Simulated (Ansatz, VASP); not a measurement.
## Nb in VASP and in Ansatz

INCAR

```
SYSTEM = Nb
  PREC = Accurate
  ENCUT = 500
  EDIFF = 1E-6
  ISMEAR = -1
  SIGMA = 0.03
  LREAL = .FALSE.
  LASPH = .TRUE.
  NELM = 120
  ALGO = Normal
  ISIF = 2
  LWAVE = .FALSE.
  LCHARG = .FALSE.
  GGA = PE
  NBANDS = 12
  GGA_COMPAT = .FALSE.
```

Contents of KPOINTS:

```
regular mesh
0
G
  8 8 8
  0 0 0
```

File POSCAR:

```
Nb
1.0
   -1.6639500000      1.6639500000      1.6639500000
    1.6639500000     -1.6639500000      1.6639500000
    1.6639500000      1.6639500000     -1.6639500000
Nb
1
Direct
    0.0000000000      0.0000000000      0.0000000000
```

File input.yaml:

```yaml
crystal:
  lattice:
    - [-1.66395, 1.66395, 1.66395]
    - [1.66395, -1.66395, 1.66395]
    - [1.66395, 1.66395, -1.66395]
  atoms:
    - { symbol: Nb, position: [0.0, 0.0, 0.0] }
kpoints:
  mp_grid: { grid: [8, 8, 8] }
scf:
  occupations: { method: fermi_dirac, width: 0.03 }
hamiltonian:
  xc: pbe
  pseudopotentials: { kind: all_electron, lapw: { basis_error: 0.003 } }
output:
  forces: true
  stress: true
  eigenvalues: true
```

Alike in both runs: task single point; functional PBE; k mesh 8 × 8 × 8; occupations fermi-dirac, width 0.03 eV; no spin polarisation.

|  | VASP | Ansatz |
| --- | --- | --- |
| version | VASP 6.6.1 | Ansatz 0.2.0 |
| potentials or method | VASP PAW PBE potentials, release 64 (Nb_sv), cutoff 500 eV | all-electron LAPW, scalar-relativistic |

Ansatz gave:

```
gap on the k mesh at the Fermi level (eV) : none
pressure (GPa)                            : -2.3
```

**Question.** Which values does VASP return?

**Answer.** gap on the k mesh at the Fermi level (eV): none; pressure (GPa): -2.7.

A gap of «none» marks a metal or a gap that the smearing closes. Ansatz ran all-electron here, and VASP with PAW potentials.

Noted on Ansatz's run: the k mesh is thin for a metal, which can move the energy by tens of meV per atom.
